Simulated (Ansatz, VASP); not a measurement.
Sn2F: VASP beside Ansatz

```
CELL_PARAMETERS angstrom
0.00000 0.00000 3.13864
5.01069 0.00000 0.00000
0.00000 8.67876 0.00000
ATOMIC_POSITIONS crystal
Sn 0.00000 0.00000 0.33333
Sn 0.00000 0.50000 0.83333
Sn 0.00000 0.50000 0.16667
Sn 0.00000 0.00000 0.66667
F 0.00000 0.50000 0.50000
F 0.00000 0.00000 0.00000
```

Alike in both runs: task single point; functional PBE; k mesh 8 × 4 × 4; occupations gaussian, width 0.2 eV; no spin polarisation.

|  | VASP | Ansatz |
| --- | --- | --- |
| version | VASP 6.6.1 | Ansatz 0.2.0 |
| potentials or method | VASP PAW PBE potentials, release 64 (Sn_d, F), cutoff 600 eV | scalar-relativistic, plane waves, PAW |
| valence electrons in the cell | 70 | 70 |

VASP gave:

* gap on the k mesh at the Fermi level (eV): none
* pressure (GPa): -0.1
* traceless stress, the component that is largest in VASP (GPa): -0.81
* rms of the force components (eV/Å): 0.005

Problem. What did Ansatz give for the same quantities?

Solution. gap on the k mesh at the Fermi level (eV): none; pressure (GPa): 0.0; traceless stress, the component that is largest in VASP (GPa): -0.82; rms of the force components (eV/Å): 0.005.

Atom by atom the forces differ by 0.000 eV/Å (rms over components). A gap of «none» marks a metal or a gap that the smearing closes. With one functional, cell and mesh, what is left measures potentials, basis and numerics.
